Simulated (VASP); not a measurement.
Here is a VASP 6.6.1 calculation.

File INCAR:

```
ALGO     = Normal         # electronic algorithm
EDIFF    = 1E-6           # SCF threshold, eV
ENCUT    = 520            # plane-wave cutoff, eV
GGA      = PE             # functional
ISIF     = 2              # what is computed and relaxed
ISMEAR   = 0              # smearing method
ISPIN    = 2              # spin polarisation
LASPH    = T              # aspherical terms in the spheres
LCHARG   = T              # write CHGCAR
LDAU     = T              # DFT+U
LDAUJ    = 0 0          
LDAUL    = 3 -1           # shell
LDAUPRINT= 1            
LDAUTYPE = 2            
LDAUU    = 6 0            # U, eV
LELF     = T              # ELF
LMAXMIX  = 6              # l up to which the mixer works
LORBIT   = 11             # projections on sites
LREAL    = F              # projectors in reciprocal space
LVHAR    = T            
LWAVE    = F              # write WAVECAR
MAGMOM   = 7.56 7.56 0 0  # initial moments
NBANDS   = 35             # bands
NELM     = 150            # most SCF steps
PREC     = Accurate       # precision mode
SIGMA    = 0.05           # smearing width, eV
```

The input KPOINTS:

```
k-points
0
Gamma
  8 8 8
```

Contents of POSCAR:

```
GdN
1.0
    4.3275777037      0.0000000000      0.0000000000
    0.0000000000      4.3275777037      0.0000000000
    0.0000000000      0.0000000000      3.6035927234
Gd N
2 2
Direct
    0.5000000000      0.0000000000      0.2426009271
    0.0000000000      0.5000000000      0.7573990729
    0.0000000000      0.0000000000      0.0000000000
    0.5000000000      0.5000000000      0.0000000000
```

Potentials or basis: VASP PAW PBE potentials, release 64 (Gd, N).

Command:

```bash
$ cat potpaw_PBE.64/Gd/POTCAR potpaw_PBE.64/N/POTCAR > POTCAR
$ mpirun -np 1 vasp_std > vasp.out
```

(1) Predict the largest force.

(2) Estimate the pressure.

Results:

(1) 0.055 eV/Å.

(2) 0.1 GPa.
